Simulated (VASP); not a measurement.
# MgS (P6_3mc) in VASP: settings compared, part 2 of 2

VASP 6.6.1. Earlier steps stand in the parts before.

## (3) Single point, PBE

INCAR

```
SYSTEM = MgS
  PREC = Accurate
  ENCUT = 520
  EDIFF = 1E-7
  ISMEAR = -1
  SIGMA = 0.02
  LREAL = .False.
  LASPH = .True.
  NELM = 100
  ALGO = Normal
  ISIF = 2
  LWAVE = .False.
  LCHARG = .False.
  GGA = PE
  NBANDS = 16
```

KPOINTS

```
Automatic mesh
0
Gamma
  12 12 4
  0 0 0
```

POSCAR

```
MgS
1.0
    4.0286647932      0.0000000000      0.0000000000
   -2.0143323966      3.4889260542      0.0000000000
    0.0000000000      0.0000000000      6.4542161851
Mg S
2 2
Direct
    0.6666666667      0.3333333333      0.4971196678
    0.3333333333      0.6666666667      0.9971196678
    0.3333333333      0.6666666667      0.3778793322
    0.6666666667      0.3333333333      0.8778793322
```

Potentials or basis: VASP PAW PBE potentials, release 64 (Mg, S).

The run is started by

```bash
$ cat potpaw_PBE.64/Mg/POTCAR potpaw_PBE.64/S/POTCAR > POTCAR
$ mpirun -np 1 vasp_std > vasp.out
```

It took 60 s on 1 thread of Intel Xeon Platinum 8259CL at 2.50GHz (Skylake/Cascade Lake), shared host; peak memory 0.23 GiB.

The run converged. Its results:

```
Free energy            : -16.9764 eV
Pressure               : 0.9 GPa
Largest force          : 0.003 eV/Å
Band gap on the k mesh : 3.46 eV, direct
```

Forces on the atoms (eV/Å):
```
Mg   0.000  0.000 -0.003
Mg   0.000  0.000 -0.003
S    0.000  0.000  0.003
S    0.000  0.000  0.003
```

Levels at points of the mesh, in eV from the valence-band top:
```csv
k point,band 4,band 5,band 6,band 7,band 8,band 9,band 10,band 11,band 12,band 13
"(0.00, 0.00, 0.00)",-0.52,-0.52,-0.11,-0.11,0.00,3.46,4.73,7.54,7.54,8.20
"(0.50, 0.00, 0.00)",-2.41,-1.86,-1.19,-0.91,-0.43,4.77,5.22,5.82,7.52,8.32
"(0.00, 0.00, 0.50)",-1.90,-0.32,-0.32,-0.32,-0.32,4.94,4.94,7.62,7.62,7.68
"(0.50, 0.00, 0.50)",-3.07,-0.85,-0.85,-0.79,-0.79,4.67,4.67,6.32,6.32,9.24
```

A k mesh can miss the band edges.

## (4) Single point, LDA

INCAR

```
PREC     = Accurate       # precision mode
ENCUT    = 520            # plane-wave cutoff, eV
EDIFF    = 1E-6           # SCF threshold, eV
ISMEAR   = 0              # smearing method
SIGMA    = 0.01           # smearing width, eV
LREAL    = F              # projectors in reciprocal space
LASPH    = T              # aspherical terms in the spheres
NELM     = 60             # most SCF steps
ALGO     = Normal         # electronic algorithm
ISIF     = 2              # what is computed and relaxed
LWAVE    = F              # write WAVECAR
LCHARG   = F              # write CHGCAR
NBANDS   = 16             # bands
```

KPOINTS

```
Automatic mesh
0
Gamma
  12 12 4
```

POSCAR is that of step 3.

Potentials or basis: VASP PAW LDA potentials, release 64 (Mg, S).

The run is started by

```bash
$ cat potpaw_LDA.64/Mg/POTCAR potpaw_LDA.64/S/POTCAR > POTCAR
$ mpirun -np 1 vasp_std > vasp.out
```

Run time: 48 s. Hardware: 1 thread of Intel Xeon Platinum 8259CL at 2.50GHz (Skylake/Cascade Lake), shared host; peak memory 0.21 GiB.

The run converged. Its results:

```yaml
Free_energy: -18.7954 eV
Pressure: -2.4 GPa
Band_gap_on_the_k_mesh: 3.19 eV, direct
```

Forces in eV/Å, atoms in the order of the input:
```
Mg   0.000  0.000  0.002
Mg   0.000  0.000  0.002
S    0.000  0.000 -0.002
S    0.000  0.000 -0.002
```

Levels at points of the mesh, in eV from the valence-band top:
```tsv
k point	band 4	band 5	band 6	band 7	band 8	band 9	band 10	band 11	band 12	band 13
(0.00, 0.00, 0.00)	-0.53	-0.53	-0.11	-0.11	0.00	3.19	4.49	7.34	7.34	8.03
(0.50, 0.00, 0.00)	-2.48	-1.91	-1.22	-0.95	-0.44	4.54	5.00	5.60	7.34	8.10
(0.00, 0.00, 0.50)	-1.96	-0.33	-0.33	-0.33	-0.33	4.70	4.70	7.41	7.41	7.50
(0.50, 0.00, 0.50)	-3.16	-0.87	-0.87	-0.81	-0.81	4.43	4.43	6.12	6.12	9.07
```

## (5) Relaxation of cell and atoms, PBE

INCAR

```
  PREC = Accurate
  ENCUT = 600
  EDIFF = 1E-6
  ISMEAR = -1
  SIGMA = 0.02
  LREAL = F
  LASPH = T
  NELM = 60
  ALGO = Normal
  ISIF = 3
  LWAVE = F
  LCHARG = F
  GGA = PE
  IBRION = 2
  NSW = 80
  EDIFFG = -0.005
```

KPOINTS

```
Automatic mesh
0
Gamma
  6 6 4
```

POSCAR

```
MgS
1.0
    4.0346224068      0.0000000000      0.0000000000
   -2.0173112034      3.4940854990      0.0000000000
    0.0000000000      0.0000000000      6.4322941800
Mg S
2 2
Direct
    0.6666666700      0.3333333300      0.4957548500
    0.3333333300      0.6666666700      0.9957548500
    0.3333333300      0.6666666700      0.3792441500
    0.6666666700      0.3333333300      0.8792441500
```

Potentials or basis: VASP PAW PBE potentials, release 64 (Mg, S).

The run is started by

```bash
$ cat potpaw_PBE.64/Mg/POTCAR potpaw_PBE.64/S/POTCAR > POTCAR
$ mpirun -np 1 vasp_std > vasp.out
```

It took 91 s on 1 thread of Intel Xeon Platinum 8259CL at 2.50GHz (Skylake/Cascade Lake), shared host; peak memory 0.24 GiB.

Results (log left out):

- Free energy: -16.9810 eV
- Relaxed volume: 23.05 Å³/atom
- Relaxed cell: a = 4.051 Å, b = 4.051 Å, c = 6.487 Å, α = 90.00°, β = 90.00°, γ = 120.00°
- Space group after relaxing (to 0.05 Å): P6_3mc (No. 186)
- Energy gained by relaxing: 1.2 meV/atom
- Ionic steps: 9
- Pressure after relaxing: 0.0 GPa
- Band gap on the k mesh: 3.38 eV, direct

Step by step:
| step | energy change (eV) | largest force (eV/Å) | pressure (GPa) | volume (Å³) |
| --- | --- | --- | --- | --- |
| 1 | 0.0000 | 0.0484 | 0.94 | 90.68 |
| 2 | -0.0045 | 0.0168 | -0.17 | 92.44 |
| 3 | -0.0046 | 0.0212 | -0.02 | 92.18 |
| 4 | -0.0046 | 0.0218 | 0.01 | 92.15 |
| 5 | -0.0047 | 0.0166 | 0.02 | 92.14 |
| 6 | -0.0049 | 0.0010 | 0.03 | 92.13 |
| 7 | -0.0048 | 0.0316 | 0.06 | 92.11 |
| 8 | -0.0049 | 0.0092 | 0.04 | 92.13 |
| 9 | -0.0050 | 0.0002 | -0.02 | 92.21 |

Final structure:
```
Mg S
1.0
     4.05149    0.00000    0.00000
    -2.02574    3.50869    0.00000
     0.00000    0.00000    6.48687
Mg S
2 2
Direct
  0.66667 0.33333 0.49704
  0.33333 0.66667 0.99704
  0.33333 0.66667 0.37796
  0.66667 0.33333 0.87796
```

Levels at points of the mesh, in eV from the valence-band top:
```csv
k point,band 5,band 6,band 7,band 8,band 9,band 10,band 11,band 12
"(0.00, 0.00, 0.00)",-0.52,-0.11,-0.11,0.00,3.38,4.67,7.50,7.50
"(0.50, 0.00, 0.00)",-1.82,-1.18,-0.89,-0.43,4.76,5.21,5.76,7.50
"(0.00, 0.00, 0.50)",-0.32,-0.32,-0.32,-0.32,4.86,4.86,7.56,7.56
"(0.50, 0.00, 0.50)",-0.84,-0.84,-0.78,-0.78,4.65,4.65,6.29,6.29
```

## (6) Relaxation of cell and atoms, PBEsol

This run uses another cell than the first one, of 23.10 Å³/atom, 1.019 times its volume.

INCAR

```
SYSTEM = MgS
PREC = Accurate
ENCUT = 600
EDIFF = 1E-7
ISMEAR = -1
SIGMA = 0.02
LREAL = .False.
LASPH = .True.
NELM = 100
ALGO = Normal
ISIF = 3
LWAVE = .False.
LCHARG = .False.
GGA = PS
IBRION = 2
NSW = 80
EDIFFG = -0.005
```

KPOINTS

```
regular mesh
0
Gamma
  6 6 4
  0 0 0
```

POSCAR

```
MgS
1.0
    4.0546560541      0.0000000000      0.0000000000
   -2.0273280271      3.5114351465      0.0000000000
    0.0000000000      0.0000000000      6.4907642874
Mg S
2 2
Direct
    0.6666666667      0.3333333333      0.4970164513
    0.3333333333      0.6666666667      0.9970164513
    0.3333333333      0.6666666667      0.3779825487
    0.6666666667      0.3333333333      0.8779825487
```

Potentials or basis: VASP PAW PBE potentials, release 64 (Mg, S).

The run is started by

```bash
$ cat potpaw_PBE.64/Mg/POTCAR potpaw_PBE.64/S/POTCAR > POTCAR
$ mpirun -np 1 vasp_std > vasp.out
```

Run time: 1.7 min. Hardware: 1 thread of Intel Xeon Platinum 8259CL at 2.50GHz (Skylake/Cascade Lake), shared host; peak memory 0.24 GiB.

The run converged. Its results:

```yaml
Free_energy: -17.8733 eV
Relaxed_volume: 22.52 Å³/atom
Relaxed_cell: a = 4.026 Å, b = 4.026 Å, c = 6.418 Å, α = 90.00°, β = 90.00°, γ = 120.00°
Space_group_after_relaxing_to_0.05_Å: P6_3mc (No. 186)
Energy_gained_by_relaxing: 2.6 meV/atom
Ionic_steps: 9
Pressure_after_relaxing: 0.0 GPa
Band_gap_on_the_k_mesh: 3.31 eV, direct
```

Forces in eV/Å, atoms in the order of the input:
```
Mg   0.000  0.000 -0.002
Mg   0.000  0.000 -0.002
S    0.000  0.000  0.002
S    0.000  0.000  0.002
```

The path:
```csv
step,energy change (eV),largest force (eV/Å),pressure (GPa),volume (Å³)
1,0.0000,0.0016,-1.40,92.41
2,-0.0101,0.0096,0.24,89.74
3,-0.0103,0.0084,0.00,90.10
4,-0.0103,0.0083,-0.03,90.15
5,-0.0104,0.0086,-0.03,90.15
6,-0.0104,0.0093,-0.03,90.14
7,-0.0104,0.0111,-0.02,90.12
8,-0.0104,0.0103,-0.02,90.13
9,-0.0105,0.0020,0.00,90.09
```

Final structure:
```xyz
4
Lattice="4.0260 0.0000 0.0000 -2.0130 3.4867 0.0000 0.0000 0.0000 6.4179" Properties=species:S:1:pos:R:3 pbc="T T T"
Mg    2.0130    1.1622    3.1862
Mg    0.0000    2.3244    6.3952
S     0.0000    2.3244    2.4294
S     2.0130    1.1622    5.6384
```

Levels at points of the mesh, in eV from the valence-band top:
```tsv
k point	band 5	band 6	band 7	band 8	band 9	band 10	band 11	band 12
(0.00, 0.00, 0.00)	-0.57	-0.14	-0.14	0.00	3.31	4.59	7.41	7.41
(0.50, 0.00, 0.00)	-1.93	-1.26	-0.96	-0.46	4.60	5.07	5.71	7.40
(0.00, 0.00, 0.50)	-0.37	-0.37	-0.37	-0.37	4.81	4.81	7.53	7.53
(0.50, 0.00, 0.50)	-0.90	-0.90	-0.82	-0.82	4.51	4.51	6.21	6.21
```

Caveat: the PAW data sets were made with another functional, which shifts forces and pressure a little.

## (7) Summary

```tsv
task	level	potentials or basis	cell	k mesh	cutoff (eV)	smearing	gap on the mesh (eV)	pressure (GPa)	relaxed volume (Å³/atom)
single point	r2SCAN	VASP PAW PBE potentials, release 64 (Mg, S)	a = 4.029, b = 4.029, c = 6.454 Å, angles 90.0, 90.0, 120.0°, 4 atoms	6 × 6 × 4	520	fermi-dirac 0.02 eV	4.13	-0.3	-
single point	PBE	VASP PAW PBE potentials, release 64 (Mg, S)	a = 4.029, b = 4.029, c = 6.454 Å, angles 90.0, 90.0, 120.0°, 4 atoms	12 × 12 × 4	520	fermi-dirac 0.02 eV	3.46	0.9	-
single point	LDA	VASP PAW LDA potentials, release 64 (Mg, S)	a = 4.029, b = 4.029, c = 6.454 Å, angles 90.0, 90.0, 120.0°, 4 atoms	12 × 12 × 4	520	gaussian 0.01 eV	3.19	-2.4	-
relaxation of cell and atoms	PBE	VASP PAW PBE potentials, release 64 (Mg, S)	relaxed from a = 4.035, b = 4.035, c = 6.432 Å, angles 90.0, 90.0, 120.0°, 4 atoms	6 × 6 × 4	600	fermi-dirac 0.02 eV	3.38	0.0	23.05
relaxation of cell and atoms	PBEsol	VASP PAW PBE potentials, release 64 (Mg, S)	relaxed from a = 4.055, b = 4.055, c = 6.491 Å, angles 90.0, 90.0, 120.0°, 4 atoms	6 × 6 × 4	600	fermi-dirac 0.02 eV	3.31	0.0	22.52
```

Alike in all rows: no spin polarisation.

Caveats: the PAW data sets were made with another functional, which shifts forces and pressure a little (some runs).

Total energies depend on the potentials used, so only differences within one code and one set of settings carry meaning.
